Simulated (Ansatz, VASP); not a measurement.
Te2Mo in VASP and in Ansatz

```
CELL_PARAMETERS angstrom
3.29745 0.00000 0.00000
-1.64872 2.85567 0.00000
0.00000 0.00000 31.71686
ATOMIC_POSITIONS crystal
Te 0.00000 0.00000 0.94052
Te 0.33333 0.66667 0.71289
Te 0.33333 0.66667 0.16825
Te 0.33333 0.66667 0.83175
Te 0.33333 0.66667 0.28711
Te 0.00000 0.00000 0.05948
Mo 0.00000 0.00000 0.77222
Mo 0.00000 0.00000 0.22778
Mo 0.33333 0.66667 0.00000
```

Change from the starting cell: strain -0.050 along x and y, +0.050 along z, atoms carried along.

Alike in both runs: task single point; functional LDA; k mesh 12 × 12 × 1; occupations gaussian, width 0.05 eV; no spin polarisation.

|  | VASP | Ansatz |
| --- | --- | --- |
| version | VASP 6.6.1 | Ansatz 0.2.0 |
| potentials or method | VASP PAW LDA potentials, release 64 (Te, Mo_sv), cutoff 520 eV | scalar-relativistic, plane waves, PAW |
| valence electrons in the cell | 78 | 138 |

VASP gave:

| Item | Value |
| --- | --- |
| gap on the k mesh at the Fermi level (eV) | 0.34 |
| least direct gap on the mesh (eV) | 0.94 |
| rms of the force components (eV/Å) | 0.084 |

What did Ansatz give for the same quantities?

gap on the k mesh at the Fermi level (eV): 0.35; least direct gap on the mesh (eV): 0.94; rms of the force components (eV/Å): 0.110.

LDA's correlation is that of Perdew and Zunger in VASP and of Perdew and Wang (1992) in Ansatz. Atom by atom the forces differ by 0.026 eV/Å (rms over components). VASP's potentials hold 78 valence electrons a cell and Ansatz's 138, so a difference there can come from the potentials and not from the codes.

Neither program's run includes spin-orbit coupling.
